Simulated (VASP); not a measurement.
# Be (Fd-3m) in VASP: further runs, part 2 of 3

VASP 6.6.1. The steps go on from the part before.

### Step 4. Relaxation of cell and atoms, PBE, target pressure 420 GPa, at which the enthalpy is minimised

This run uses another cell than the first one, of 3.52 Å³/atom.

Contents of INCAR:

```
PREC = Accurate
ENCUT = 600
EDIFF = 1E-6
ISMEAR = -1
SIGMA = 0.08
LREAL = False
LASPH = True
NELM = 100
ALGO = Normal
ISIF = 3
LWAVE = False
LCHARG = False
GGA = PE
IBRION = 2
NSW = 60
EDIFFG = -0.005
PSTRESS = 4200.0
```

Contents of KPOINTS:

```
Automatic mesh
0
Gamma
  20 20 20
```

Contents of POSCAR:

```
Be
1.0
    0.0000000000      1.5211175062      1.5211175062
    1.5211175062      0.0000000000      1.5211175062
    1.5211175062      1.5211175062      0.0000000000
Be
2
Direct
   -0.1250000000     -0.1250000000     -0.1250000000
    0.1250000000      0.1250000000      0.1250000000
```

Potentials or basis: VASP PAW PBE potentials, release 64 (Be).

Run with:

```
> cat potpaw_PBE.64/Be/POTCAR > POTCAR
> mpirun -np 1 vasp_std > vasp.out
```

OUTCAR:

```text
PREC = Accurate
   ENCUT = 600
   EDIFF = 1E-6
   ISMEAR = -1
   LREAL = False
   LASPH = True
   NELM = 100
   ISIF = 3
   GGA = PE
   IBRION = 2
   NSW = 60
   EDIFFG = -0.005
   PSTRESS = 4200.0

 ion  position               nearest neighbor table
   1  0.875  0.875  0.875-   2 1.32   2 1.32   2 1.32   2 1.32
   2  0.125  0.125  0.125-   1 1.32   1 1.32   1 1.32   1 1.32

  LATTYP: Found a face centered cubic cell.
 ALAT       =     3.0422350124

  Lattice vectors:

 A1 = (   0.0000000000,   1.5211175062,   1.5211175062)
 A2 = (   1.5211175062,   0.0000000000,   1.5211175062)
 A3 = (   1.5211175062,   1.5211175062,   0.0000000000)

Analysis of symmetry for initial positions (statically):
=====================================================================
 Subroutine PRICEL returns:
 Original cell was already a primitive cell.

 Routine SETGRP: Setting up the symmetry group for a
 face centered cubic supercell.

 Subroutine GETGRP returns: Found 48 space group operations
 (whereof 12 operations were pure point group operations)
 out of a pool of 48 trial point group operations.

The static configuration has the point symmetry D_3d.
 The point group associated with its full space group is O_h .

Analysis of symmetry for dynamics (positions and initial velocities):
=====================================================================
 Subroutine PRICEL returns:
 Original cell was already a primitive cell.

 Routine SETGRP: Setting up the symmetry group for a
 face centered cubic supercell.

 Subroutine GETGRP returns: Found 48 space group operations
 (whereof 12 operations were pure point group operations)
 out of a pool of 48 trial point group operations.

The dynamic configuration has the point symmetry D_3d.
 The point group associated with its full space group is O_h .

 Subroutine INISYM returns: Found 48 space group operations
 (whereof 12 operations are pure point group operations),
 and found     1 'primitive' translations

----------------------------------------------------------------------------------------

                                     Primitive cell

  volume of cell :       7.0391

  direct lattice vectors                    reciprocal lattice vectors
     0.000000000  1.521117506  1.521117506    -0.328705704  0.328705704  0.328705704
     1.521117506  0.000000000  1.521117506     0.328705704 -0.328705704  0.328705704
     1.521117506  1.521117506  0.000000000     0.328705704  0.328705704 -0.328705704

  length of vectors
     2.151185007  2.151185007  2.151185007     0.569334979  0.569334979  0.569334979

  position of ions in fractional coordinates (direct lattice)
     0.875000000  0.875000000  0.875000000
     0.125000000  0.125000000  0.125000000

  ion indices of the primitive-cell ions
   primitive index   ion index
                 1           1
                 2           2

----------------------------------------------------------------------------------------

 KPOINTS: Automatic mesh

Automatic generation of k-mesh.
 Grid dimensions read from file:
 generate k-points for:   20   20   20

 Generating k-lattice:

  Cartesian coordinates                     Fractional coordinates (reciprocal lattice)
    -0.016435285  0.016435285  0.016435285     0.050000000  0.000000000  0.000000000
     0.016435285 -0.016435285  0.016435285     0.000000000  0.050000000  0.000000000
     0.016435285  0.016435285 -0.016435285     0.000000000  0.000000000  0.050000000

  Length of vectors
[... 44 lines left out ...]
   NGXF,Y,Z  is equivalent  to a cutoff of  27.82, 27.82, 27.82 a.u.
 SYSTEM =  unknown system
   PREC   = accura    normal or accurate (medium, high low for compatibility)
   ISTART =      0    job   : 0-new  1-cont  2-samecut
   ICHARG =      2    charge: 1-file 2-atom 10-const
   ISPIN  =      1    spin polarized calculation?
   LNONCOLLINEAR =      F non collinear calculations
   LSORBIT =      F    spin-orbit coupling
   LASPH  =      T    aspherical Exc in radial PAW
   ENCUT  =  600.0 eV  44.10 Ry    6.64 a.u.   4.30  4.30  4.30*2*pi/ulx,y,z
   NELM   =    100;   NELMIN=  2; NELMDL= -5     # of ELM steps
   EDIFF  = 0.1E-05   stopping-criterion for ELM
   LREAL  =      F    real-space projection
   EDIFFG = -.5E-02   stopping-criterion for IOM
   NSW    =     60    number of steps for IOM
   IBRION =      2    ionic relax: 0-MD 1-quasi-New 2-CG
   NFREE  =      1    steps in history (QN), initial steepest desc. (CG)
   ISIF   =      3    stress and relaxation
   ISYM   =      2    0-nonsym 1-usesym 2-fastsym
   POTIM  = 0.5000    time-step for ionic-motion
   TEBEG  =    0.0;   TEEND  =   0.0 temperature during run
   PSTRESS= 4200.0 pullay stress
   NELECT =       4.0000    total number of electrons
   NUPDOWN=      -1.0000    fix difference up-down
   EMIN   =  10.00;   EMAX   =-10.00  energy-range for DOS
   EFERMI =   0.00;   METHOD = LEGACY
   ISMEAR =    -1;   SIGMA  =   0.08  broadening in eV -4-tet -1-fermi 0-gaus
   EFERMI_NEDOS =   21; number of points for ismear=-14 and -15
   IALGO  =     38    algorithm
   IMIX   =      4    mixing-type and parameters
     AMIX     =   0.40;   BMIX     =  1.00
     AMIX_MAG =   1.60;   BMIX_MAG =  1.00
  volume/ion in A,a.u.               =       3.52        23.75
  Fermi-wavevector in a.u.,A,eV,Ry     =   1.355987  2.562443 25.017028  1.838700
  Thomas-Fermi vector in A             =   2.483028
   LORBIT       =      0    0 simple, 1 ext, 2 COOP (PROOUT), +10 PAW based schemes
   GGA     = PE    functional components
   LHFCALC =     F    Hartree Fock is set to
   AEXX    =    0.0000 exact exchange contribution
   IVDW    =     0    specifies the selected vdW correction
   LEPSILON=     F    determine dielectric tensor
   LRPA    =     F    only Hartree local field effects (RPA)
 conjugate gradient relaxation of ions
 non-spin polarized calculation
  energy-cutoff  :      600.00
  volume of cell :        7.04
 maximum number of plane-waves:       259
 NGX is ok and might be reduce to    18
   NGX =  9   NGY =  9   NGZ =  9

--------------------------------------- Ionic step        1  -------------------------------------------

 number of electron       4.0000000 magnetization

 Free energy of the ion-electron system (eV)
  ---------------------------------------------------
  ext. energy  EPLUGINS =         0.00000000
  ---------------------------------------------------
  free energy    TOTEN  =        11.15212858 eV

  energy without entropy =       11.17023317  energy(sigma->0) =       11.16118088

------------------------ aborting loop because EDIFF is reached ----------------------------------------

  FORCE on cell =-STRESS in cart. coord.  units (eV):
  Direction    XX          YY          ZZ          XY          YZ          ZX
  --------------------------------------------------------------------------------------
  -------------------------------------------------------------------------------------
  Total       27.5326722     27.5326722     27.5326722     -0.0000000      0.0000000      0.0000000
  in kB     6266.7252840   6266.7252840   6266.7252840     -0.0000000      0.0000000      0.0000000
  external PRESSURE =    2066.7252840 kB  Pullay stress =    4200.0000000 kB
[... 25 lines left out ...]
--------------------------------------- Ionic step        2  -------------------------------------------

 number of electron       4.0000000 magnetization

 E-fermi :   8.1697     XC(G=0): -11.2678

 val. band max:        8.1647703335   @ k =  -0.3000   0.4000   0.2000
 cond. band min:       8.1794777209   @ k =   0.5000   0.4000   0.0500
 fundamental gap:      0.0147073874
 Fermi energy:         8.1696767183

 k-point     1 :       0.0000    0.0000    0.0000
  band No.  band energies     occupation
      1      -3.3806      2.00000
      2      16.5426      0.00000
      3      16.5426      0.00000
      4      16.5426      0.00000
      5      19.9106      0.00000
      6      19.9106      0.00000
[... 278 lines left out ...]
  energy  without entropy=        6.1120959382  energy(sigma->0) =        6.10287707

  enthalpy is  TOTEN    =        28.8115661878 eV   P V=       22.7179079951

[... ionic steps 4 to 14 ...]

--------------------------------------- Ionic step       15  -------------------------------------------

 number of electron       4.0000000 magnetization

------------------------ aborting loop because EDIFF is reached ----------------------------------------
[... 71 lines left out ...]
--------------------------------------- Ionic step       17  -------------------------------------------

 number of electron       4.0000000 magnetization

 Free energy of the ion-electron system (eV)
  ---------------------------------------------------
  ext. energy  EPLUGINS =         0.00000000
  ---------------------------------------------------
  free energy    TOTEN  =         6.72013812 eV

  energy without entropy =        6.73839365  energy(sigma->0) =        6.72926589

 E-fermi :  13.5104     XC(G=0): -12.8562

 val. band max:       13.4760715020   @ k =  -0.4000   0.4500   0.1000
 cond. band min:      13.5157122258   @ k =  -0.3500   0.4500   0.1500
 fundamental gap:      0.0396407238
 Fermi energy:        13.5104276217

 k-point     1 :       0.0000    0.0000    0.0000
  band No.  band energies     occupation
      1      -0.7570      2.00000
      2      24.2922      0.00000
      3      24.2922      0.00000
      4      24.2922      0.00000
      5      28.1381      0.00000
      6      28.1381      0.00000
[... 240 lines left out ...]
  energy  without entropy=        6.7383936524  energy(sigma->0) =        6.72926589

  enthalpy is  TOTEN    =        28.7901628151 eV   P V=       22.0700246961

 reached required accuracy - stopping structural energy minimisation
```

OSZICAR:

```text
N       E                     dE             d eps       ncg     rms          rms(c)
DAV:   1     0.197434296298E+02    0.19743E+02   -0.22343E+03  3114   0.691E+02
DAV:   2     0.105488906810E+02   -0.91945E+01   -0.88415E+01  4356   0.111E+02
DAV:   3     0.105010248674E+02   -0.47866E-01   -0.46838E-01  3600   0.687E+00
[... 80 lines left out ...]
DAV:   3     0.669542463724E+01    0.18113E-05   -0.32531E-07  1542   0.560E-03    0.200E-04
DAV:   4     0.669542467181E+01    0.34569E-07   -0.86973E-09  1536   0.125E-03
  16 F= 0.28790196E+02 E0= 0.28799329E+02  d E =-.929066E-04
       N       E                     dE             d eps       ncg     rms          rms(c)
DAV:   1     0.672013804377E+01    0.24713E-01   -0.65064E-05  3120   0.921E-02    0.473E-03
DAV:   2     0.672013811897E+01    0.75196E-07   -0.51650E-07  1986   0.699E-03
  17 F= 0.28790163E+02 E0= 0.28799291E+02  d E =-.125859E-03
```

It took 77 s on 1 thread of Intel Xeon Platinum 8259CL at 2.50GHz (Skylake/Cascade Lake), shared host; peak memory 0.12 GiB.

What came out:

* Free energy: 6.7201 eV
* Relaxed volume: 4.21 Å³/atom
* Relaxed cell: a = 2.283 Å, b = 2.283 Å, c = 2.283 Å, α = 60.00°, β = 60.00°, γ = 60.00°
* Space group after relaxing (to 0.1 Å): Fd-3m (No. 227)
* Energy change on relaxing (the run minimises the enthalpy): -2216.0 meV/atom
* Ionic steps: 17
* Pressure after relaxing: 420.0 GPa
* Band gap on the k mesh: zero (bands 2 and 3 overlap by 11.62 eV)

The path:
| step | energy change (eV) | largest force (eV/Å) | pressure (GPa) | volume (Å³) |
| --- | --- | --- | --- | --- |
| 1 | 0.0000 | 0.0000 | 626.67 | 7.04 |
| 2 | -11.3131 | 0.0000 | 146.18 | 12.75 |
| 3 | -5.0585 | 0.0000 | 392.68 | 8.67 |
| 4 | -4.4470 | 0.0000 | 419.34 | 8.42 |
| 5 | -4.3698 | 0.0000 | 422.73 | 8.40 |
| 6 | -4.3729 | 0.0000 | 422.60 | 8.40 |
| 7 | -4.3822 | 0.0000 | 422.19 | 8.40 |
| 8 | -4.3823 | 0.0000 | 422.18 | 8.40 |
| 9 | -4.3826 | 0.0000 | 422.17 | 8.40 |
| 10 | -4.3832 | 0.0000 | 422.15 | 8.40 |
| 11 | -4.3844 | 0.0000 | 422.09 | 8.40 |
| 12 | -4.3867 | 0.0000 | 421.99 | 8.40 |
| 13 | -4.3914 | 0.0000 | 421.79 | 8.40 |
| 14 | -4.4007 | 0.0000 | 421.38 | 8.41 |
| 15 | -4.4194 | 0.0000 | 420.56 | 8.41 |
| 16 | -4.4567 | 0.0000 | 418.91 | 8.43 |
| 17 | -4.4320 | 0.0000 | 419.99 | 8.42 |

Final structure:
```yaml
crystal:
  lattice:
    - [0.00000, 1.61465, 1.61465]
    - [1.61465, 0.00000, 1.61465]
    - [1.61465, 1.61465, 0.00000]
  atoms:
    - { symbol: Be, position: [0.87500, 0.87500, 0.87500] }
    - { symbol: Be, position: [0.12500, 0.12500, 0.12500] }
```

Caveat: the cell is relaxed towards a set pressure, so the run minimises the enthalpy, not the energy; the volume moved by over 15 % at a fixed basis, so the end points are rough.

[end of part 2 of 3]
